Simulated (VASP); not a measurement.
Set up this calculation in VASP 6.6.1, as the native input.

```
Task                   : single point
Functional             : PBE
Potentials or basis    : VASP PAW PBE potentials, release 64 (Sc_sv, H, Br)
Cutoff                 : 520 eV
k mesh                 : 3 × 3 × 6
Occupations            : gaussian, width 0.1 eV
Spin                   : no spin polarisation
Dipole correction      : no
Further INCAR settings : ALGO = Normal; EDIFF = 1e-07; NBANDS = 23
```

The structure of ScH3Br2 lies in POSCAR:

```
ScH3Br2
1.0
    5.9326011100      0.0000000000      0.0000000000
   -2.9663005600      5.1377832700      0.0000000000
    0.0000000000      0.0000000000      3.4549242400
Sc H Br
1 3 2
Direct
    0.0000000000      0.0000000000      0.0000000000
    0.5000000000      0.0000000000      0.5000000000
    0.5000000000      0.5000000000      0.5000000000
    0.0000000000      0.5000000000      0.5000000000
    0.3333333300      0.6666666700      0.0000000000
    0.6666666700      0.3333333300      0.0000000000
```

These files were run (other wordings do the same):

INCAR

```
SYSTEM = ScH3Br2
ALGO = Normal
EDIFF = 1E-7
ENCUT = 520
GGA = PE
ISIF = 2
ISMEAR = 0
LASPH = .True.
LCHARG = .False.
LREAL = .False.
LWAVE = .False.
NBANDS = 23
NELM = 80
PREC = Accurate
SIGMA = 0.1
```

KPOINTS

```
k-points
0
Gamma
  3 3 6
  0 0 0
```

Potentials or basis: VASP PAW PBE potentials, release 64 (Sc_sv, H, Br).

Run with:

```bash
$ cat potpaw_PBE.64/Sc_sv/POTCAR potpaw_PBE.64/H/POTCAR potpaw_PBE.64/Br/POTCAR > POTCAR
$ mpirun -np 1 vasp_std > vasp.out
```

Results of the run:

```
Pressure               : -6.8 GPa
Band gap on the k mesh : zero (band 14 reaches 2.67 eV, above the bottom of band 15 at 1.95 eV)
```

Caveat: the k points lie up to 0.41 Å⁻¹ apart.

Wall time 22 s on 1 thread of Intel(R) Xeon(R) Platinum 8559C (Emerald Rapids) (shared host), peak memory 0.24 GiB.
